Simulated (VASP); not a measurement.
# K (P4/mmm) in VASP: a series of runs

K is run at these levels: r2SCAN; tasks: single point.

All numbers are computed with VASP 6.6.1; they aren't measurements. Logs are shortened: lines on timing, memory, paths and dates and some standing lists are left out, and cuts for length are marked.

### Step 1. The cell of the first run

It takes space group P4/mmm (No. 123, tetragonal). Conventional cell: a = 9.576 Å, b = 9.576 Å, c = 4.325 Å, α = 90.00°, β = 90.00°, γ = 90.00°. Within 5.7 Å of K (site symmetry 4/mmm) lie 2 K at 4.32 Å.

### Step 2. Single point, r2SCAN

The input, POSCAR:

```
K
1.0
    9.5756257000      0.0000000000      0.0000000000
    0.0000000000      9.5756257000      0.0000000000
    0.0000000000      0.0000000000      4.3245980000
K
1
Direct
    0.0000000000      0.0000000000      0.0000000000
```

The input, INCAR.step1:

```
  ALGO = Normal
  EDIFF = 1E-4
  ENCUT = 520
  GGA = PE
  ISMEAR = -1
  LASPH = T
  LCHARG = F
  LREAL = F
  LWAVE = T
  NBANDS = 10
  NELM = 60
  PREC = Accurate
  SIGMA = 0.1
```

The input, INCAR.step2:

```
  ALGO = Normal
  EDIFF = 1E-6
  ENCUT = 520
  ISIF = 2
  ISMEAR = -1
  ISTART = 1
  LASPH = T
  LCHARG = F
  LMIXTAU = T
  LREAL = F
  LWAVE = F
  METAGGA = R2SCAN
  NBANDS = 10
  NELM = 60
  PREC = Accurate
  SIGMA = 0.1
```

The input, KPOINTS:

```
k-points
0
Gamma
  4 4 8
```

Potentials or basis: VASP PAW PBE potentials, release 64 (K_sv).

The run is started by

```console
$ cat potpaw_PBE.64/K_sv/POTCAR > POTCAR
$ cp INCAR.step1 INCAR
$ mpirun -np 1 vasp_std > vasp.out
$ cp INCAR.step2 INCAR
$ mpirun -np 1 vasp_std > vasp.out
```

OUTCAR:

```text
EDIFF = 1E-6
   ENCUT = 520
   ISIF = 2
   ISMEAR = -1
   ISTART = 1
   LASPH = T
   LREAL = F
   METAGGA = R2SCAN
   NELM = 60
   PREC = Accurate

 ion  position               nearest neighbor table
   1  0.000  0.000  0.000-

  LATTYP: Found a simple tetragonal cell.
 ALAT       =     9.5756257000
 C/A-ratio  =     0.4516256311

  Lattice vectors:

 A1 = (   9.5756257000,   0.0000000000,   0.0000000000)
 A2 = (   0.0000000000,   9.5756257000,   0.0000000000)
 A3 = (   0.0000000000,   0.0000000000,   4.3245980000)

Analysis of symmetry for initial positions (statically):
=====================================================================
 Subroutine PRICEL returns:
 Original cell was already a primitive cell.

 Routine SETGRP: Setting up the symmetry group for a
 simple tetragonal supercell.

 Subroutine GETGRP returns: Found 16 space group operations
 (whereof 16 operations were pure point group operations)
 out of a pool of 16 trial point group operations.

The static configuration has the point symmetry D_4h.

Analysis of symmetry for dynamics (positions and initial velocities):
=====================================================================
 Subroutine PRICEL returns:
 Original cell was already a primitive cell.

 Routine SETGRP: Setting up the symmetry group for a
 simple tetragonal supercell.

 Subroutine GETGRP returns: Found 16 space group operations
 (whereof 16 operations were pure point group operations)
 out of a pool of 16 trial point group operations.

The dynamic configuration has the point symmetry D_4h.

 Subroutine INISYM returns: Found 16 space group operations
 (whereof 16 operations are pure point group operations),
 and found     1 'primitive' translations

----------------------------------------------------------------------------------------

                                     Primitive cell

  volume of cell :     396.5337

  direct lattice vectors                    reciprocal lattice vectors
     9.575625700  0.000000000  0.000000000     0.104431818  0.000000000  0.000000000
     0.000000000  9.575625700  0.000000000     0.000000000  0.104431818  0.000000000
     0.000000000  0.000000000  4.324598000     0.000000000  0.000000000  0.231235366

  length of vectors
     9.575625700  9.575625700  4.324598000     0.104431818  0.104431818  0.231235366

  position of ions in fractional coordinates (direct lattice)
     0.000000000  0.000000000  0.000000000

  ion indices of the primitive-cell ions
   primitive index   ion index
                 1           1

----------------------------------------------------------------------------------------

 KPOINTS: k-points

Automatic generation of k-mesh.
 Grid dimensions read from file:
 generate k-points for:    4    4    8

 Generating k-lattice:

  Cartesian coordinates                     Fractional coordinates (reciprocal lattice)
     0.026107954  0.000000000  0.000000000     0.250000000  0.000000000  0.000000000
     0.000000000  0.026107954  0.000000000     0.000000000  0.250000000  0.000000000
     0.000000000  0.000000000  0.028904421     0.000000000  0.000000000  0.125000000

  Length of vectors
     0.026107954  0.026107954  0.028904421

  Shift w.r.t. Gamma in fractional coordinates (k-lattice)
     0.000000000  0.000000000  0.000000000

 Subroutine IBZKPT returns following result:
 ===========================================

 Found     30 irreducible k-points:

 Following reciprocal coordinates:
            Coordinates               Weight
  0.000000  0.000000  0.000000      1.000000
  0.250000  0.000000  0.000000      4.000000
  0.500000  0.000000  0.000000      2.000000
  0.250000  0.250000  0.000000      4.000000
  0.500000  0.250000  0.000000      4.000000
  0.500000  0.500000  0.000000      1.000000
[... 16 lines left out ...]
  0.500000  0.250000  0.375000      8.000000
  0.500000  0.500000  0.375000      2.000000
 [... further k-points ...]
   k-points           NKPTS =     30   k-points in BZ     NKDIM =     30   number of bands    NBANDS=     10
   number of dos      NEDOS =    301   number of ions     NIONS =      1
   total plane-waves  NPLWV = 165888
   dimension x,y,z NGX =    72 NGY =   72 NGZ =   32
   dimension x,y,z NGXF=   144 NGYF=  144 NGZF=   64
   ions per type =               1
   NGX,Y,Z   is equivalent  to a cutoff of  12.50, 12.50, 12.30 a.u.
   NGXF,Y,Z  is equivalent  to a cutoff of  25.00, 25.00, 24.60 a.u.
 SYSTEM =  unknown system
   PREC   = accura    normal or accurate (medium, high low for compatibility)
   ISTART =      1    job   : 0-new  1-cont  2-samecut
   ICHARG =      0    charge: 1-file 2-atom 10-const
   ISPIN  =      1    spin polarized calculation?
   LNONCOLLINEAR =      F non collinear calculations
   LSORBIT =      F    spin-orbit coupling
   LASPH  =      T    aspherical Exc in radial PAW
   ENCUT  =  520.0 eV  38.22 Ry    6.18 a.u.  17.80 17.80  8.04*2*pi/ulx,y,z
   NELM   =     60;   NELMIN=  2; NELMDL=  0     # of ELM steps
   EDIFF  = 0.1E-05   stopping-criterion for ELM
   LREAL  =      F    real-space projection
   EDIFFG = 0.1E-04   stopping-criterion for IOM
   NSW    =      0    number of steps for IOM
   IBRION =     -1    ionic relax: 0-MD 1-quasi-New 2-CG
   NFREE  =      0    steps in history (QN), initial steepest desc. (CG)
   ISIF   =      2    stress and relaxation
   ISYM   =      2    0-nonsym 1-usesym 2-fastsym
   POTIM  = 0.5000    time-step for ionic-motion
   TEBEG  =    0.0;   TEEND  =   0.0 temperature during run
   PSTRESS=    0.0 pullay stress
   NELECT =       9.0000    total number of electrons
   NUPDOWN=      -1.0000    fix difference up-down
   EMIN   =  10.00;   EMAX   =-10.00  energy-range for DOS
   EFERMI =   0.00;   METHOD = LEGACY
   ISMEAR =    -1;   SIGMA  =   0.10  broadening in eV -4-tet -1-fermi 0-gaus
   EFERMI_NEDOS =   21; number of points for ismear=-14 and -15
   IALGO  =     38    algorithm
   IMIX   =      4    mixing-type and parameters
     AMIX     =   0.40;   BMIX     =  1.00
     AMIX_MAG =   1.60;   BMIX_MAG =  1.00
  volume/ion in A,a.u.               =     396.53      2675.94
  Fermi-wavevector in a.u.,A,eV,Ry     =   0.463513  0.875913  2.923139  0.214845
  Thomas-Fermi vector in A             =   1.451727
   LORBIT       =      0    0 simple, 1 ext, 2 COOP (PROOUT), +10 PAW based schemes
   METAGGA = R2SCAN    functional components
   LHFCALC =     F    Hartree Fock is set to
   AEXX    =    0.0000 exact exchange contribution
   IVDW    =     0    specifies the selected vdW correction
   LEPSILON=     F    determine dielectric tensor
   LRPA    =     F    only Hartree local field effects (RPA)
 non-spin polarized calculation
  energy-cutoff  :      520.00
  volume of cell :      396.53
 maximum number of plane-waves:     10716
 NGX is ok and might be reduce to    72
   NGX = 35   NGY = 35   NGZ = 17

 number of electron       9.0000000 magnetization

 Free energy of the ion-electron system (eV)
  ---------------------------------------------------
  ext. energy  EPLUGINS =         0.00000000
  ---------------------------------------------------
  free energy    TOTEN  =        -5.46348490 eV

  energy without entropy =       -5.42635101  energy(sigma->0) =       -5.44491796

 E-fermi :  -1.9000     XC(G=0):  -2.2053

 val. band max:       -1.9011807208   @ k =   0.5000   0.0000   0.2500
 cond. band min:      -1.8698259215   @ k =   0.5000   0.2500   0.2500
 fundamental gap:      0.0313547993
 Fermi energy:        -1.9000037227

 k-point     1 :       0.0000    0.0000    0.0000
  band No.  band energies     occupation
      1     -36.0856      2.00000
      2     -18.7972      2.00000
      3     -18.7972      2.00000
      4     -18.7118      2.00000
      5      -2.5991      1.99816
      6      -0.4447      0.00000
      7      -0.4447      0.00000
      8       0.2088      0.00000
      9       0.4129      0.00000
     10       1.1595      0.00000

 k-point     2 :       0.2500    0.0000    0.0000
  band No.  band energies     occupation
      1     -36.0856      2.00000
      2     -18.7972      2.00000
      3     -18.7972      2.00000
      4     -18.7118      2.00000
      5      -2.5687      1.99751
      6      -0.7561      0.00002
      7      -0.4119      0.00000
      8       0.3545      0.00000
      9       0.8083      0.00000
     10       0.9670      0.00000

 k-point     3 :       0.5000    0.0000    0.0000
  band No.  band energies     occupation
      1     -36.0856      2.00000
      2     -18.7972      2.00000
      3     -18.7972      2.00000
      4     -18.7118      2.00000
      5      -2.5353      1.99652
      6      -0.9545      0.00016
      7      -0.3748      0.00000
      8       0.4315      0.00000
      9       0.8116      0.00000
     10       1.2962      0.00000

 k-point     4 :       0.2500    0.2500    0.0000
  band No.  band energies     occupation
      1     -36.0856      2.00000
      2     -18.7972      2.00000
      3     -18.7972      2.00000
      4     -18.7118      2.00000
      5      -2.5389      1.99664
      6      -0.7293      0.00002
      7      -0.6958      0.00001
      8       0.6229      0.00000
      9       0.8082      0.00000
     10       0.8983      0.00000
[... 222 lines left out ...]
 k-point    22 :       0.2500    0.2500    0.3750
  band No.  band energies     occupation
      1     -36.0820      2.00000
      2     -18.7900      2.00000
      3     -18.7900      2.00000
      4     -18.7822      2.00000
      5      -1.1723      0.00138
      6       0.2470      0.00000
      7       0.2625      0.00000
      8       0.8857      0.00000
      9       1.6826      0.00000
     10       1.7826      0.00000

 k-point    23 :       0.5000    0.2500    0.3750
  band No.  band energies     occupation
      1     -36.0820      2.00000
      2     -18.7900      2.00000
      3     -18.7900      2.00000
      4     -18.7822      2.00000
      5      -1.1356      0.00096
      6       0.1090      0.00000
      7       0.2854      0.00000
      8       0.9360      0.00000
      9       1.5515      0.00000
     10       1.8815      0.00000

 k-point    24 :       0.5000    0.5000    0.3750
  band No.  band energies     occupation
      1     -36.0820      2.00000
      2     -18.7900      2.00000
      3     -18.7900      2.00000
      4     -18.7822      2.00000
      5      -1.1000      0.00067
      6       0.1465      0.00000
      7       0.1465      0.00000
      8       0.9883      0.00000
      9       1.3883      0.00000
     10       1.8811      0.00000

 [... further k-points ...]

------------------------ aborting loop because EDIFF is reached ----------------------------------------

  FORCE on cell =-STRESS in cart. coord.  units (eV):
  Direction    XX          YY          ZZ          XY          YZ          ZX
  --------------------------------------------------------------------------------------
  -------------------------------------------------------------------------------------
  Total       -0.0341570     -0.0341570      0.0479544      0.0000000     -0.0000000      0.0000000
  in kB       -0.1380098     -0.1380098      0.1937575      0.0000000     -0.0000000      0.0000000
  external PRESSURE =      -0.0274207 kB  Pullay stress =       0.0000000 kB

 VOLUME and BASIS-vectors are now :
 -----------------------------------------------------------------------------
  energy-cutoff  :      520.00
  volume of cell :      396.53
      direct lattice vectors                 reciprocal lattice vectors
     9.575625700  0.000000000  0.000000000     0.104431818  0.000000000  0.000000000
     0.000000000  9.575625700  0.000000000     0.000000000  0.104431818  0.000000000
     0.000000000  0.000000000  4.324598000     0.000000000  0.000000000  0.231235366

 POSITION                                       TOTAL-FORCE (eV/Angst)
 -----------------------------------------------------------------------------------
      0.00000      0.00000      0.00000         0.000000      0.000000      0.000000
 -----------------------------------------------------------------------------------
    total drift:                                0.000000      0.000000      0.000000

  FREE ENERGIE OF THE ION-ELECTRON SYSTEM (eV)
  ---------------------------------------------------
  free  energy   TOTEN  =        -5.4634849022 eV

  energy  without entropy=       -5.4263510126  energy(sigma->0) =       -5.44491796
```

It took 4.8 min on 1 thread of Intel Xeon Platinum 8488C (Sapphire Rapids), shared host; peak memory 0.5 GiB.

Results:

```
Free energy            : -5.4635 eV
Pressure               : 0.0 GPa
Band gap on the k mesh : zero (an odd number of electrons rules out a gap without spin polarisation)
```

Caveat: the PAW data sets were made with another functional, which shifts forces and pressure a little.

### Step 3. Single point, r2SCAN

This run uses another cell than the first one.

The input, POSCAR:

```
K
1.0
    9.7436191333      0.0000000000      0.0000000000
    0.0000000000      9.7436191333      0.0000000000
    0.0000000000      0.0000000000      4.3245980000
K
1
Direct
    0.0000000000      0.0000000000      0.0000000000
```

The input, INCAR.step1:

```
PREC = Accurate
ENCUT = 520
ISMEAR = -1
SIGMA = 0.1
LREAL = False
LASPH = True
NELM = 100
NBANDS = 10
GGA = PE
ALGO = Normal
EDIFF = 1E-4
LWAVE = True
LCHARG = False
```

The input, INCAR.step2:

```
PREC = Accurate
ENCUT = 520
EDIFF = 1E-6
ISMEAR = -1
SIGMA = 0.1
LREAL = False
LASPH = True
NELM = 100
ALGO = Normal
ISIF = 2
LWAVE = False
LCHARG = False
METAGGA = R2SCAN
LMIXTAU = True
NBANDS = 10
ISTART = 1
```

The input, KPOINTS:

```
Automatic mesh
0
Gamma
  4 4 8
```

Potentials or basis: VASP PAW PBE potentials, release 64 (K_sv).

The run is started by

```console
$ cat potpaw_PBE.64/K_sv/POTCAR > POTCAR
$ cp INCAR.step1 INCAR
$ mpirun -np 1 vasp_std > vasp.out
$ cp INCAR.step2 INCAR
$ mpirun -np 1 vasp_std > vasp.out
```

Run time: 7 min. Hardware: 1 thread of Intel Xeon Platinum 8488C (Sapphire Rapids), shared host; peak memory 0.51 GiB.

Results (log left out):

| Quantity | Value |
| --- | --- |
| Free energy | -5.4627 eV |
| Pressure | 0.0 GPa |
| Band gap on the k mesh | zero (an odd number of electrons rules out a gap without spin polarisation) |

Levels at points of the mesh, in eV from the Fermi level:
```
           k point  band 2  band 3  band 4  band 5  band 6  band 7  band 8  band 9
(0.00, 0.00, 0.00)  -16.90  -16.90  -16.81   -0.69    1.43    1.43    2.12    2.33
(0.50, 0.00, 0.00)  -16.90  -16.90  -16.81   -0.64    0.97    1.50    2.33    2.71
(0.50, 0.50, 0.00)  -16.90  -16.90  -16.81   -0.58    1.06    1.06    2.13    3.12
(0.00, 0.00, 0.50)  -16.89  -16.89  -16.89    1.40    1.95    2.60    2.60    3.81
(0.50, 0.00, 0.50)  -16.89  -16.89  -16.89    1.44    2.05    2.44    2.62    3.26
(0.50, 0.50, 0.50)  -16.89  -16.89  -16.89    1.48    2.15    2.47    2.47    3.38
```

Caveat: the PAW data sets were made with another functional, which shifts forces and pressure a little.

### Step 4. Single point, r2SCAN

This run uses another cell than the first one.

The input, POSCAR:

```
K
1.0
    9.9116125667      0.0000000000      0.0000000000
    0.0000000000      9.9116125667      0.0000000000
    0.0000000000      0.0000000000      4.3245980000
K
1
Direct
    0.0000000000      0.0000000000      0.0000000000
```

The input, INCAR.step1:

```
ALGO = Normal ; EDIFF = 1E-4
ENCUT = 520 ; GGA = PE
ISMEAR = -1 ; LASPH = T
LCHARG = F ; LREAL = F
LWAVE = T ; NBANDS = 10
NELM = 100 ; PREC = Accurate
SIGMA = 0.1
```

The input, INCAR.step2:

```
ALGO = Normal ; EDIFF = 1E-6
ENCUT = 520 ; ISIF = 2
ISMEAR = -1 ; ISTART = 1
LASPH = T ; LCHARG = F
LMIXTAU = T ; LREAL = F
LWAVE = F ; METAGGA = R2SCAN
NBANDS = 10 ; NELM = 100
PREC = Accurate ; SIGMA = 0.1
```

The input, KPOINTS:

```
k-points
0
Gamma
  4 4 8
```

The run is started by

```console
$ cat potpaw_PBE.64/K_sv/POTCAR > POTCAR
$ cp INCAR.step1 INCAR
$ mpirun -np 1 vasp_std > vasp.out
$ cp INCAR.step2 INCAR
$ mpirun -np 1 vasp_std > vasp.out
```

It took 11 min on 1 thread of Intel Xeon Platinum 8488C (Sapphire Rapids), shared host; peak memory 0.57 GiB.

The run converged. Its results:

```yaml
Free_energy: -5.4621 eV
Pressure: 0.0 GPa
Band_gap_on_the_k_mesh: zero (an odd number of electrons rules out a gap without spin polarisation)
```

Levels at points of the mesh, in eV from the Fermi level:
| k point | band 1 | band 2 | band 3 | band 4 | band 5 | band 6 | band 7 | band 8 | band 9 | band 10 |
| --- | --- | --- | --- | --- | --- | --- | --- | --- | --- | --- |
| (0.00, 0.00, 0.00) | -34.18 | -16.90 | -16.90 | -16.81 | -0.69 | 1.41 | 1.41 | 2.12 | 2.34 | 3.00 |
| (0.50, 0.00, 0.00) | -34.18 | -16.90 | -16.90 | -16.81 | -0.64 | 0.99 | 1.47 | 2.34 | 2.70 | 3.13 |
| (0.50, 0.50, 0.00) | -34.18 | -16.90 | -16.90 | -16.81 | -0.59 | 1.07 | 1.07 | 2.16 | 3.09 | 3.22 |
| (0.00, 0.00, 0.50) | -34.18 | -16.89 | -16.89 | -16.89 | 1.40 | 1.96 | 2.59 | 2.59 | 3.79 | 3.79 |
| (0.50, 0.00, 0.50) | -34.18 | -16.89 | -16.89 | -16.89 | 1.44 | 2.05 | 2.46 | 2.61 | 3.29 | 3.86 |
| (0.50, 0.50, 0.50) | -34.18 | -16.89 | -16.89 | -16.89 | 1.48 | 2.14 | 2.48 | 2.48 | 3.39 | 3.39 |

Caveat: the PAW data sets were made with another functional, which shifts forces and pressure a little.

### Step 5. Single point, r2SCAN

This run uses another cell than the first one.

The input, POSCAR:

```
K
1.0
   10.0796060000      0.0000000000      0.0000000000
    0.0000000000     10.0796060000      0.0000000000
    0.0000000000      0.0000000000      4.3245980000
K
1
Direct
    0.0000000000      0.0000000000      0.0000000000
```

The input, INCAR.step1:

```
ALGO = Normal
EDIFF = 1E-4
ENCUT = 520
GGA = PE
ISMEAR = -1
LASPH = T
LCHARG = F
LREAL = F
LWAVE = T
NBANDS = 10
NELM = 80
PREC = Accurate
SIGMA = 0.1
```

The input, INCAR.step2:

```
ALGO = Normal
EDIFF = 1E-6
ENCUT = 520
ISIF = 2
ISMEAR = -1
ISTART = 1
LASPH = T
LCHARG = F
LMIXTAU = T
LREAL = F
LWAVE = F
METAGGA = R2SCAN
NBANDS = 10
NELM = 80
PREC = Accurate
SIGMA = 0.1
```

KPOINTS is that of step 4.

The run is started by

```console
$ cat potpaw_PBE.64/K_sv/POTCAR > POTCAR
$ cp INCAR.step1 INCAR
$ mpirun -np 1 vasp_std > vasp.out
$ cp INCAR.step2 INCAR
$ mpirun -np 1 vasp_std > vasp.out
```

It took 8.5 min on 1 thread of Intel Xeon Platinum 8488C (Sapphire Rapids), shared host; peak memory 0.57 GiB.

It converged, with:

| Property | Result |
| --- | --- |
| Free energy | -5.4616 eV |
| Pressure | 0.0 GPa |
| Band gap on the k mesh | zero (an odd number of electrons rules out a gap without spin polarisation) |

Levels at points of the mesh, in eV from the Fermi level:
```tsv
k point	band 2	band 3	band 4	band 5	band 6	band 7	band 8	band 9
(0.00, 0.00, 0.00)	-16.89	-16.89	-16.81	-0.68	1.40	1.40	2.13	2.35
(0.50, 0.00, 0.00)	-16.89	-16.89	-16.81	-0.64	1.01	1.44	2.34	2.69
(0.50, 0.50, 0.00)	-16.89	-16.89	-16.81	-0.60	1.08	1.08	2.18	3.06
(0.00, 0.00, 0.50)	-16.89	-16.89	-16.89	1.41	1.97	2.59	2.59	3.78
(0.50, 0.00, 0.50)	-16.89	-16.89	-16.89	1.44	2.05	2.47	2.60	3.31
(0.50, 0.50, 0.50)	-16.89	-16.89	-16.89	1.47	2.13	2.49	2.49	3.41
```

Caveat: the PAW data sets were made with another functional, which shifts forces and pressure a little.

### Step 6. The runs side by side

| cell | gap on the mesh (eV) | pressure (GPa) |
| --- | --- | --- |
| a = 9.576, b = 9.576, c = 4.325 Å, 1 atom | none | 0.0 |
| a = 9.744, b = 9.744, c = 4.325 Å, 1 atom | none | 0.0 |
| a = 9.912, b = 9.912, c = 4.325 Å, 1 atom | none | 0.0 |
| a = 10.080, b = 10.080, c = 4.325 Å, 1 atom | none | 0.0 |

Alike in all rows: task single point; level r2SCAN; potentials or basis VASP PAW PBE potentials, release 64 (K_sv); no spin polarisation; k mesh 4 × 4 × 8; cutoff (eV) 520; smearing fermi-dirac 0.1 eV.

Caveats: the PAW data sets were made with another functional, which shifts forces and pressure a little.

Absolute energies hang on the potentials; compare differences alone.

The gap in the log of VASP goes by the Fermi energy; the results here count the filled bands.